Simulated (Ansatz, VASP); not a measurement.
BaTiO3 in VASP and in Ansatz

```xyz
5
Lattice="4.0073 -0.0601 -0.0601 -0.0601 4.0073 -0.0601 -0.0601 -0.0601 4.0073" Properties=species:S:1:pos:R:3 pbc="T T T"
Ba    1.9435    1.9435    1.9435
Ti    0.0000    0.0000    0.0000
O     2.0036   -0.0301   -0.0301
O    -0.0301    2.0036   -0.0301
O    -0.0301   -0.0301    2.0036
```

Change from the starting cell: equal xy, yz and zx shear strains of -3 %, crystal datasets.

Alike in both runs: task electric field gradients; functional PBE; k mesh 8 × 8 × 8; occupations fermi-dirac, width 0.05 eV; no spin polarisation.

```csv
,VASP,Ansatz
version,VASP 6.6.1,Ansatz 0.2.0
potentials or method,"VASP PAW PBE potentials, release 64 (Ba_sv, Ti_sv, O), cutoff 520 eV","all-electron PAW with datasets made for the crystal, scalar-relativistic"
```

Ansatz gave:

| Item | Value |
| --- | --- |
| pressure (GPa) | 1.8 |
| traceless stress, the component that is largest in VASP (GPa) | 3.68 |
| size of Vzz on the site where it differs most (V/Å²) | 32.1 |

**Question.** Estimate VASP's values.

**Answer.** Pressure (GPa): 3.5; traceless stress, the component that is largest in VASP (GPa): 3.79; size of Vzz on the site where it differs most (V/Å²): 35.1.

Ansatz ran all-electron here, and VASP with PAW potentials.

Neither program's run includes spin-orbit coupling.
